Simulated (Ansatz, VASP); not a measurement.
One calculation of PbS, two programs

POSCAR

```
PbS
1.0
    2.2598000000      1.3046961383      3.5889000000
   -2.2598000000      1.3046961383      3.5889000000
    0.0000000000     -2.6093922766      3.5889000000
Pb S
1 1
Direct
    0.9781509158      0.9781509158      0.9781509158
    0.4774504142      0.4774504142      0.4774504142
```

File INCAR.step1:

```
PREC     = Accurate       # precision mode
ENCUT    = 520            # plane-wave cutoff, eV
ISMEAR   = 0              # smearing method
SIGMA    = 0.05           # smearing width, eV
LREAL    = F              # projectors in reciprocal space
LASPH    = T              # aspherical terms in the spheres
NELM     = 80             # most SCF steps
NBANDS   = 17             # bands
GGA      = PE             # functional
ALGO     = Normal         # electronic algorithm
EDIFF    = 1E-4           # SCF threshold, eV
LWAVE    = T              # write WAVECAR
LCHARG   = F              # write CHGCAR
```

Contents of INCAR.step2:

```
PREC     = Accurate       # precision mode
ENCUT    = 520            # plane-wave cutoff, eV
EDIFF    = 1E-6           # SCF threshold, eV
ISMEAR   = 0              # smearing method
SIGMA    = 0.05           # smearing width, eV
LREAL    = F              # projectors in reciprocal space
LASPH    = T              # aspherical terms in the spheres
NELM     = 80             # most SCF steps
ALGO     = Normal         # electronic algorithm
ISIF     = 2              # what is computed and relaxed
LWAVE    = F              # write WAVECAR
LCHARG   = F              # write CHGCAR
METAGGA  = R2SCAN         # meta-GGA
LMIXTAU  = T            
NBANDS   = 17             # bands
ISTART   = 1
```

KPOINTS

```
Automatic mesh
0
Gamma
  9 9 9
```

Input for Ansatz:

```yaml
crystal:
  lattice:
    - [2.2598, 1.3046961383, 3.5889]
    - [-2.2598, 1.3046961383, 3.5889]
    - [0.0, -2.6093922766, 3.5889]
  atoms:
    - { symbol: Pb, position: [0.9781509158, 0.9781509158, 0.9781509158] }
    - { symbol: S, position: [0.4774504142, 0.4774504142, 0.4774504142] }
basis:
  ecutwfc: 500
kpoints:
  mp_grid: { grid: [9, 9, 9] }
hamiltonian:
  xc: r2scan
scf:
  occupations: { method: gaussian, width: 0.05 }
output:
  forces: true
  stress: true
  eigenvalues: true
```

Alike in both runs: task single point; functional r2SCAN; k mesh 9 × 9 × 9; occupations gaussian, width 0.05 eV; no spin polarisation.

```csv
,VASP,Ansatz
version,VASP 6.6.1,Ansatz 0.2.0
potentials or method,"VASP PAW PBE potentials, release 64 (Pb_d, S), cutoff 520 eV","scalar-relativistic, plane waves, PAW"
valence electrons in the cell,20,20
```

VASP gave:

```
pressure (GPa)                                                : -7.0
traceless stress, the component that is largest in VASP (GPa) : 0.76
rms of the force components (eV/Å)                            : 0.004
```

Task: Which values does Ansatz return?

Result: Pressure (GPa): -6.9; traceless stress, the component that is largest in VASP (GPa): 0.76; rms of the force components (eV/Å): 0.004.

VASP's potentials were made for PBE, not for r2SCAN. Atom by atom the forces differ by 0.000 eV/Å (rms over components). With one functional, cell and mesh, what is left measures potentials, basis and numerics.

Neither program's run includes spin-orbit coupling.
